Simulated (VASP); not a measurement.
Input of a VASP 6.6.1 run:

POSCAR

```
EuO
1.0
    0.0000000000      2.5719519658      2.5719519658
    2.5719519658      0.0000000000      2.5719519658
    2.5719519658      2.5719519658      0.0000000000
Eu O
1 1
Direct
    0.5000000000      0.5000000000      0.5000000000
    0.0000000000      0.0000000000      0.0000000000
```

File INCAR.step1:

```
SYSTEM = EuO
PREC = Accurate
ENCUT = 520
EDIFF = 1E-5
ISMEAR = 0
SIGMA = 0.05
LREAL = .FALSE.
LASPH = .TRUE.
NELM = 200
ALGO = Normal
ISIF = 2
LWAVE = .TRUE.
LCHARG = .FALSE.
ISPIN = 2
MAGMOM = 7.43 0
LORBIT = 11
LMAXMIX = 6
NBANDS = 22
GGA = PE
GGA_COMPAT = .FALSE.
KPAR = 4
```

Contents of INCAR.step2:

```
SYSTEM = EuO
PREC = Accurate
ENCUT = 520
EDIFF = 1E-6
ISMEAR = 0
SIGMA = 0.05
LREAL = .FALSE.
LASPH = .TRUE.
NELM = 200
ALGO = Normal
ISIF = 2
LWAVE = .FALSE.
LCHARG = .FALSE.
ISPIN = 2
MAGMOM = 7.43 0
LORBIT = 11
LMAXMIX = 6
GGA = PE
LHFCALC = .TRUE.
AEXX = 0.4
PRECFOCK = Normal
NBANDS = 22
ISTART = 1
GGA_COMPAT = .FALSE.
KPAR = 4
```

The input KPOINTS:

```
Automatic mesh
0
G
  6 6 6
  0 0 0
```

Potentials or basis: VASP PAW PBE potentials, release 64 (Eu, O).

Run with:

```sh
$ cat potpaw_PBE.64/Eu/POTCAR potpaw_PBE.64/O/POTCAR > POTCAR
$ cp INCAR.step1 INCAR
$ mpirun -np 4 vasp_std > vasp.out
$ cp INCAR.step2 INCAR
$ mpirun -np 4 vasp_std > vasp.out
```

(1) What does it give for the band gap on the k mesh?

(2) What does it give for the site moments?

(3) What does it give for the net moment?

(4) Estimate the pressure.

## Answers

(1) 2.60 eV (least direct gap 2.75 eV).

(2) Eu +6.75; O -0.08 μB.

(3) 7.00 μB per cell.

(4) -1.3 GPa.

Caveat: the PAW data sets were made with another functional, which shifts forces and pressure a little; spin-orbit coupling is left out, which moves the levels of the heavy elements; a cell with one magnetic atom can't hold antiferromagnetic order, which such compounds often take.
